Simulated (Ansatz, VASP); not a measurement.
**One calculation of SiC, two programs**

INCAR

```
PREC     = Accurate       # precision mode
ENCUT    = 520            # plane-wave cutoff, eV
EDIFF    = 1E-6           # SCF threshold, eV
ISMEAR   = -1             # smearing method
SIGMA    = 0.05           # smearing width, eV
LREAL    = False          # projectors in reciprocal space
LASPH    = True           # aspherical terms in the spheres
NELM     = 80             # most SCF steps
ALGO     = Normal         # electronic algorithm
ISIF     = 2              # what is computed and relaxed
LWAVE    = False          # write WAVECAR
LCHARG   = True           # write CHGCAR
GGA      = B5             # functional
ALDAX    = 1.0          
AGGAX    = 1.0          
AGGAC    = 1.0          
ALDAC    = 0.0          
LELF     = True           # ELF
LVHAR    = True         
NBANDS   = 36             # bands
```

The input KPOINTS:

```
regular mesh
0
Gamma
  10 10 2
```

POSCAR

```
SiC
1.0
    3.0950000000      0.0000000000      0.0000000000
   -1.5475000000      2.6803486247      0.0000000000
    0.0000000000      0.0000000000     15.1700000000
Si C
6 6
Direct
    0.6666666667      0.3333333333      0.4583000000
    0.3333333333      0.6666666667      0.9583000000
    0.6666666667      0.3333333333      0.7917000000
    0.3333333333      0.6666666667      0.2917000000
    0.0000000000      0.0000000000      0.6250000000
    0.0000000000      0.0000000000      0.1250000000
    0.6666666667      0.3333333333      0.3333000000
    0.3333333333      0.6666666667      0.8333000000
    0.6666666667      0.3333333333      0.6667000000
    0.3333333333      0.6666666667      0.1667000000
    0.0000000000      0.0000000000      0.5000000000
    0.0000000000      0.0000000000      0.0000000000
```

input.yaml

```yaml
crystal:
  lattice:
    - [3.095, 0.0, 0.0]
    - [-1.5475, 2.6803486247, 0.0]
    - [0.0, 0.0, 15.17]
  atoms:
    - { symbol: Si, position: [0.6666666667, 0.3333333333, 0.4583] }
    - { symbol: Si, position: [0.3333333333, 0.6666666667, 0.9583] }
    - { symbol: Si, position: [0.6666666667, 0.3333333333, 0.7917] }
    - { symbol: Si, position: [0.3333333333, 0.6666666667, 0.2917] }
    - { symbol: Si, position: [0.0, 0.0, 0.625] }
    - { symbol: Si, position: [0.0, 0.0, 0.125] }
    - { symbol: C, position: [0.6666666667, 0.3333333333, 0.3333] }
    - { symbol: C, position: [0.3333333333, 0.6666666667, 0.8333] }
    - { symbol: C, position: [0.6666666667, 0.3333333333, 0.6667] }
    - { symbol: C, position: [0.3333333333, 0.6666666667, 0.1667] }
    - { symbol: C, position: [0.0, 0.0, 0.5] }
    - { symbol: C, position: [0.0, 0.0, 0.0] }
hamiltonian:
  xc: blyp
  pseudopotentials: { kind: paw }
kpoints:
  mp_grid: { grid: [10, 10, 2] }
scf:
  occupations: { method: fermi_dirac, width: 0.05 }
output:
  forces: true
  stress: true
  eigenvalues: true
```

Alike in both runs: task single point; functional BLYP; k mesh 10 × 10 × 2; occupations fermi-dirac, width 0.05 eV; no spin polarisation.

```csv
,VASP,Ansatz
version,VASP 6.6.1,Ansatz 0.2.0
potentials or method,"VASP PAW PBE potentials, release 64 (Si, C)",Ansatz PAW
plane-wave cutoff (eV),520,420
valence electrons in the cell,48,48
```

|  | VASP | Ansatz | Ansatz less VASP |
| --- | --- | --- | --- |
| gap on the k mesh at the Fermi level (eV) | 2.33 | 2.33 | -0.004 |
| least direct gap on the mesh (eV) | 3.42 | 3.41 | -0.011 |
| pressure (GPa) | 5.4 | 4.8 | -0.59 |
| traceless stress, the component that is largest in VASP (GPa) | 0.57 | 0.56 | -0.011 |
| rms of the force components (eV/Å) | 0.039 | 0.038 | -0.0001 |

VASP's potentials were made for PBE, not for BLYP. Atom by atom the forces differ by 0.001 eV/Å (rms over components).
